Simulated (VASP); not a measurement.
Set up this calculation in VASP 6.6.1, as the native input.

| Quantity | Value |
| --- | --- |
| Task | electric field gradients |
| Functional | LDA |
| Potentials or basis | VASP PAW LDA potentials, release 64 (Na_pv, I) |
| Cutoff | 520 eV |
| k mesh | 8 × 8 × 8 |
| Occupations | fermi-dirac, width 0.02 eV |
| Spin | no spin polarisation |
| Dipole correction | no |
| Further INCAR settings | ALGO = Normal; EDIFF = 1e-08; NBANDS = 14 |

The structure of NaI lies in POSCAR:

```
NaI
1.0
    0.0000000000      3.1926595029      3.1926595029
    3.1926595029      0.0000000000      3.1926595029
    3.1926595029      3.1926595029      0.0000000000
Na I
1 1
Direct
    0.0000000000      0.0000000000      0.0000000000
    0.5000000000      0.5000000000      0.5000000000
```

This cell differs from its parent crystal: volume scaled by 0.96.

One way to write it, as run:

INCAR

```
ALGO     = Normal         # electronic algorithm
EDIFF    = 1E-8           # SCF threshold, eV
ENCUT    = 520            # plane-wave cutoff, eV
GGA      = CA             # functional
ISIF     = 2              # what is computed and relaxed
ISMEAR   = -1             # smearing method
LASPH    = T              # aspherical terms in the spheres
LCHARG   = F              # write CHGCAR
LEFG     = T            
LREAL    = F              # projectors in reciprocal space
LWAVE    = F              # write WAVECAR
NBANDS   = 14             # bands
NELM     = 80             # most SCF steps
PREC     = Accurate       # precision mode
SIGMA    = 0.02           # smearing width, eV
```

KPOINTS

```
k-points
0
Gamma
  8 8 8
```

Potentials or basis: VASP PAW LDA potentials, release 64 (Na_pv, I).

Run with:

```sh
$ cat potpaw_LDA.64/Na_pv/POTCAR potpaw_LDA.64/I/POTCAR > POTCAR
$ mpirun -np 1 vasp_std > vasp.out
```

It gave:

```json
{
 "Pressure": "-1.1 GPa",
 "Band gap on the k mesh": "3.46 eV, direct"
}
```

Caveat: without QUAD_EFG the Cq values of the log hold for a quadrupole moment of 1 mb, not for the nuclei; spin-orbit coupling is left out, which moves the levels of the heavy elements.

It took 24 s on 1 thread of Intel(R) Xeon(R) Platinum 8488C (Sapphire Rapids) (shared host), peak memory 0.18 GiB.
